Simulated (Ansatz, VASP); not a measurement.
## One calculation of CuI3, two programs

```
CELL_PARAMETERS angstrom
5.39118 0.00000 0.00000
0.00000 5.39118 0.00000
0.00000 0.00000 5.39118
ATOMIC_POSITIONS crystal
Cu 0.00000 0.00000 0.00000
I 0.50000 0.00000 0.00000
I 0.00000 0.00000 0.50000
I 0.00000 0.50000 0.00000
```

Alike in both runs: task single point; functional PBE; k mesh 6 × 6 × 6; occupations gaussian, width 0.05 eV; collinear spin; Hubbard terms Cu d U = 4.0 eV.

|  | VASP | Ansatz |
| --- | --- | --- |
| version | VASP 6.6.1 | Ansatz 0.2.0 |
| potentials or method | VASP PAW PBE potentials, release 64 (Cu, I), cutoff 520 eV | scalar-relativistic, plane waves, PAW |
| valence electrons in the cell | 32 | 70 |

|  | VASP | Ansatz | Ansatz less VASP |
| --- | --- | --- | --- |
| pressure (GPa) | 0.8 | 1.1 | +0.26 |

The programs project onto different local orbitals, so the same U acts differently, and such runs can settle in different states. VASP's potentials hold 32 valence electrons a cell and Ansatz's 70, so a difference there can come from the potentials and not from the codes. Ansatz's warnings: filled band counts differ across k points, seeded moment not kept.

Spin-orbit coupling is off throughout.
